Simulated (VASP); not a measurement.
A run of VASP 6.6.1 is set up as follows.

INCAR

```
PREC = Accurate
ENCUT = 600
EDIFF = 1E-6
ISMEAR = 0
SIGMA = 0.1
LREAL = False
LASPH = True
NELM = 80
ALGO = Normal
ISIF = 3
LWAVE = False
LCHARG = False
GGA = PE
IBRION = 2
NSW = 100
EDIFFG = -0.01
```

KPOINTS

```
Automatic mesh
0
Gamma
  14 14 10
```

File POSCAR:

```
Hf2NO
1.0
    3.2307254569      0.0000000000      0.0000000000
    0.0000000000      3.2307254569      0.0000000000
    0.0000000000      0.0000000000      4.5494129854
Hf N O
2 1 1
Direct
    0.0000000000      0.0000000000      0.5000000000
    0.5000000000      0.5000000000      0.0000000000
    0.0000000000      0.0000000000      0.0000000000
    0.5000000000      0.5000000000      0.5000000000
```

Potentials or basis: VASP PAW PBE potentials, release 64 (Hf_pv, N, O).

The run is started by

```bash
$ cat potpaw_PBE.64/Hf_pv/POTCAR potpaw_PBE.64/N/POTCAR potpaw_PBE.64/O/POTCAR > POTCAR
$ mpirun -np 1 vasp_std > vasp.out
```

Task: What does it give for the relaxed volume?

Result: 11.68 Å³/atom.

Task: Estimate the relaxed cell.

Result: a = 3.209 Å, b = 3.209 Å, c = 4.538 Å, α = 90.00°, β = 90.00°, γ = 90.00°.

Task: Estimate the space group after relaxing (to 0.05 Å).

Result: P4/mmm (No. 123).

Stress tensor (GPa, compression positive):
```
 0.12  0.00  0.00
 0.00  0.12  0.00
 0.00  0.00 -0.10
```
